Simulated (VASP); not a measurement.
# Pb (Fm-3m) in VASP: notebook, part 2 of 2

VASP 6.6.1. The steps go on from the part before.

### Step 5. Relaxation of cell and atoms, RPBE+D3(BJ)

File INCAR:

```
SYSTEM = Pb
ALGO = Normal ; EDIFF = 1E-6
EDIFFG = -0.005 ; ENCUT = 600
GGA = RP ; IBRION = 2
ISIF = 3 ; ISMEAR = -1
IVDW = 12 ; LASPH = .TRUE.
LCHARG = .FALSE. ; LREAL = .FALSE.
LWAVE = .FALSE. ; NELM = 100
NSW = 80 ; PREC = Accurate
SIGMA = 0.05
```

File KPOINTS:

```
k-points
0
G
  9 9 9
  0 0 0
```

File POSCAR:

```
Pb
1.0
    0.0000000000      2.4750200000      2.4750200000
    2.4750200000      0.0000000000      2.4750200000
    2.4750200000      2.4750200000      0.0000000000
Pb
1
Direct
    0.0000000000      0.0000000000      0.0000000000
```

Command:

```console
$ cat potpaw_PBE.64/Pb_d/POTCAR > POTCAR
$ mpirun -np 1 vasp_std > vasp.out
```

Wall time 39 s (1 thread of AMD EPYC 9R45 (Zen 5), shared host); peak memory 0.15 GiB.

It converged, with:

| Quantity | Value |
| --- | --- |
| Free energy | -6.1334 eV |
| Relaxed volume | 22.90 Å³/atom |
| Relaxed cell | a = 3.187 Å, b = 3.187 Å, c = 3.187 Å, α = 60.00°, β = 60.00°, γ = 60.00° |
| Space group after relaxing (to 0.05 Å) | Fm-3m (No. 225) |
| Energy gained by relaxing | 517.3 meV/atom |
| Ionic steps | 7 |
| Pressure after relaxing | 0.0 GPa |
| Band gap on the k mesh | zero (band 7 reaches 20.73 eV, above the bottom of band 8 at 8.86 eV) |
| Dispersion energy per atom | -3.657 eV |

The path:
```tsv
step	energy change (eV)	largest force (eV/Å)	pressure (GPa)	volume (Å³)
1	0.0000	0.0000	-16.78	30.32
2	-0.0053	0.0000	44.86	18.41
3	-0.5160	0.0000	-1.43	23.18
4	-0.5172	0.0000	-0.43	22.98
5	-0.5172	0.0000	0.28	22.85
6	-0.5172	0.0000	-0.37	22.97
7	-0.5173	0.0000	0.01	22.90
```

Final structure:
```cif
data_structure
_symmetry_space_group_name_H-M 'P 1'
_symmetry_Int_Tables_number 1
_cell_length_a 3.1875
_cell_length_b 3.1875
_cell_length_c 3.1875
_cell_angle_alpha 60.000
_cell_angle_beta 60.000
_cell_angle_gamma 60.000
_cell_volume 22.90
loop_
_atom_site_label
_atom_site_type_symbol
_atom_site_fract_x
_atom_site_fract_y
_atom_site_fract_z
_atom_site_occupancy
Pb1 Pb 0.00000 0.00000 0.00000 1
```

Levels at points of the mesh, in eV from the Fermi level:
```csv
k point,band 4,band 5,band 6,band 7,band 8,band 9,band 10,band 11
"(0.00, 0.00, 0.00)",-17.18,-17.18,-14.00,9.72,9.78,9.78,9.78,14.85
```

Caveat: the volume moved by over 15 % at a fixed basis, so the end points are rough; the PAW data sets were made with another functional, which shifts forces and pressure a little; spin-orbit coupling is left out, which moves the levels of the heavy elements; the volume moved by -24 % from the deposited cell, more than functionals usually miss; pairwise dispersion overbinds metals, which lowers pressure and volume.

### Step 6. Relaxation of cell and atoms, PBE+D3(BJ)

File INCAR:

```
PREC = Accurate
ENCUT = 600
EDIFF = 1E-6
ISMEAR = -1
SIGMA = 0.05
LREAL = F
LASPH = T
NELM = 60
ALGO = Normal
ISIF = 3
LWAVE = F
LCHARG = F
GGA = PE
IVDW = 12
IBRION = 2
NSW = 80
EDIFFG = -0.005
```

File KPOINTS:

```
Automatic mesh
0
Gamma
  9 9 9
```

POSCAR is that of step 5.

Potentials or basis: VASP PAW PBE potentials, release 64 (Pb_d).

Command:

```console
$ cat potpaw_PBE.64/Pb_d/POTCAR > POTCAR
$ mpirun -np 1 vasp_std > vasp.out
```

OUTCAR:

```text
PREC = Accurate
   ENCUT = 600
   EDIFF = 1E-6
   ISMEAR = -1
   LREAL = F
   LASPH = T
   NELM = 60
   ISIF = 3
   GGA = PE
   IVDW = 12
   IBRION = 2
   NSW = 80
   EDIFFG = -0.005
 IVDW          = 12

 ion  position               nearest neighbor table
   1  0.000  0.000  0.000-

  LATTYP: Found a face centered cubic cell.
 ALAT       =     4.9500400000

  Lattice vectors:

 A1 = (   0.0000000000,   2.4750200000,   2.4750200000)
 A2 = (   2.4750200000,   0.0000000000,   2.4750200000)
 A3 = (   2.4750200000,   2.4750200000,   0.0000000000)

Analysis of symmetry for initial positions (statically):
[... 5 lines left out ...]
 face centered cubic supercell.

 Subroutine GETGRP returns: Found 48 space group operations
 (whereof 48 operations were pure point group operations)
 out of a pool of 48 trial point group operations.

The static configuration has the point symmetry O_h .

Analysis of symmetry for dynamics (positions and initial velocities):
[... 5 lines left out ...]
 face centered cubic supercell.

 Subroutine GETGRP returns: Found 48 space group operations
 (whereof 48 operations were pure point group operations)
 out of a pool of 48 trial point group operations.

The dynamic configuration has the point symmetry O_h .

 Subroutine INISYM returns: Found 48 space group operations
 (whereof 48 operations are pure point group operations),
 and found     1 'primitive' translations

[... 136 lines left out ...]
  ext. energy  EPLUGINS =         0.00000000
  ---------------------------------------------------
  free energy    TOTEN  =        -3.57034888 eV

  energy without entropy =       -3.56723837  energy(sigma->0) =       -3.56879362

------------------------ aborting loop because EDIFF is reached ----------------------------------------

 Edisp (eV)   -0.40966

 E8    (eV) :    -0.2076
[... 186 lines left out ...]
--------------------------------------- Ionic step        6  -------------------------------------------

 number of electron      13.9999999 magnetization

 Free energy of the ion-electron system (eV)
  ---------------------------------------------------
  ext. energy  EPLUGINS =         0.00000000
  ---------------------------------------------------
  free energy    TOTEN  =        -3.57098691 eV

  energy without entropy =       -3.56786757  energy(sigma->0) =       -3.56942724

 E-fermi :   7.1233     XC(G=0): -10.1785

 val. band max:        6.8988800459   @ k =  -0.3333   0.3333   0.1111
 cond. band min:       7.1303840738   @ k =  -0.2222   0.3333   0.1111
 fundamental gap:      0.2315040279
 Fermi energy:         7.1233089830

 k-point     1 :       0.0000    0.0000    0.0000
  band No.  band energies     occupation
      1      -9.8099      2.00000
      2      -9.8099      2.00000
      3      -9.8099      2.00000
      4      -9.6705      2.00000
      5      -9.6705      2.00000
      6      -4.4806      2.00000
      7      14.6696      0.00000
      8      14.6696      0.00000
      9      14.6696      0.00000
     10      17.0268      0.00000
     11      18.5834      0.00000
[... 309 lines left out ...]
 k-point    24 :       0.4444    0.4444    0.0000
  band No.  band energies     occupation
      1      -9.9675      2.00000
      2      -9.8761      2.00000
      3      -9.5513      2.00000
      4      -9.5127      2.00000
      5      -9.5127      2.00000
      6       0.1045      2.00000
      7       4.5548      2.00000
      8       9.4121      0.00000
      9       9.4121      0.00000
     10      12.7361      0.00000
     11      13.9527      0.00000

 [... further k-points ...]

------------------------ aborting loop because EDIFF is reached ----------------------------------------

 Edisp (eV)   -0.40903

 E8    (eV) :    -0.2073
[... 24 lines left out ...]
  FREE ENERGIE OF THE ION-ELECTRON SYSTEM (eV)
  ---------------------------------------------------
  free  energy   TOTEN  =        -3.9800148982 eV

  energy  without entropy=       -3.9768955552  energy(sigma->0) =       -3.97845523

 reached required accuracy - stopping structural energy minimisation
```

It took 23 s on 1 thread of AMD EPYC 9R45 (Zen 5), shared host; peak memory 0.15 GiB.

What came out:

```yaml
Free_energy: -3.9800 eV
Relaxed_volume: 30.37 Å³/atom
Relaxed_cell: a = 3.502 Å, b = 3.502 Å, c = 3.502 Å, α = 60.00°, β = 60.00°, γ = 60.00°
Space_group_after_relaxing_to_0.05_Å: Fm-3m (No. 225)
Energy_gained_by_relaxing: 0.0 meV/atom
Ionic_steps: 6
Pressure_after_relaxing: 0.0 GPa
Band_gap_on_the_k_mesh: zero (band 7 reaches 14.67 eV, above the bottom of band 8 at 5.72 eV)
Dispersion_energy_per_atom: -0.409 eV
```

Final structure:
```cif
data_structure
_symmetry_space_group_name_H-M 'P 1'
_symmetry_Int_Tables_number 1
_cell_length_a 3.5020
_cell_length_b 3.5020
_cell_length_c 3.5020
_cell_angle_alpha 60.000
_cell_angle_beta 60.000
_cell_angle_gamma 60.000
_cell_volume 30.37
loop_
_atom_site_label
_atom_site_type_symbol
_atom_site_fract_x
_atom_site_fract_y
_atom_site_fract_z
_atom_site_occupancy
Pb1 Pb 0.00000 0.00000 0.00000 1
```

Caveat: spin-orbit coupling is left out, which moves the levels of the heavy elements; pairwise dispersion overbinds metals, which lowers pressure and volume.

### Step 7. Overview

| task | level | cell | cutoff (eV) | smearing | gap on the mesh (eV) | pressure (GPa) | relaxed volume (Å³/atom) |
| --- | --- | --- | --- | --- | --- | --- | --- |
| single point | PBE | a = 3.500 Å, angles 60.0°, 1 atom | 520 | gaussian 0.026 eV | none | 2.2 | - |
| single point | PBE | a = 3.500 Å, angles 60.0°, 1 atom | 520 | gaussian 0.023 eV | none | 2.2 | - |
| single point | PBE+D3(BJ) | a = 3.502 Å, angles 60.0°, 1 atom | 520 | fermi-dirac 0.05 eV | none | -0.1 | - |
| relaxation of cell and atoms | RPBE+D3(BJ) | relaxed from a = 3.500 Å, angles 60.0°, 1 atom | 600 | fermi-dirac 0.05 eV | none | 0.0 | 22.90 |
| relaxation of cell and atoms | PBE+D3(BJ) | relaxed from a = 3.500 Å, angles 60.0°, 1 atom | 600 | fermi-dirac 0.05 eV | none | 0.0 | 30.37 |

Alike in all rows: potentials or basis VASP PAW PBE potentials, release 64 (Pb_d); no spin polarisation; k mesh 9 × 9 × 9.

Every run on the cell as given and a fine mesh finds a metal. The pressure there spans -0.1 GPa (PBE+D3(BJ)) to 2.2 GPa (PBE); a positive pressure means that this level wants a larger cell, a negative one a smaller.

Caveats: spin-orbit coupling is left out, which moves the levels of the heavy elements; pairwise dispersion overbinds metals, which lowers pressure and volume (some runs); the volume moved by over 15 % at a fixed basis, so the end points are rough (some runs); the PAW data sets were made with another functional, which shifts forces and pressure a little (some runs); the volume moved by -24 % from the deposited cell, more than functionals usually miss (some runs).

Total energies depend on the potentials used, so only differences within one code and one set of settings carry meaning.

### Step 8. Comparison with measurements

Step 5. The cell as given is a measured one (30.32 Å³/atom); RPBE+D3(BJ) puts the equilibrium volume -24.5 % from it, thermal expansion not counted.

Step 6. The cell as given is a measured one (30.32 Å³/atom); PBE+D3(BJ) puts the equilibrium volume +0.2 % from it, thermal expansion not counted.
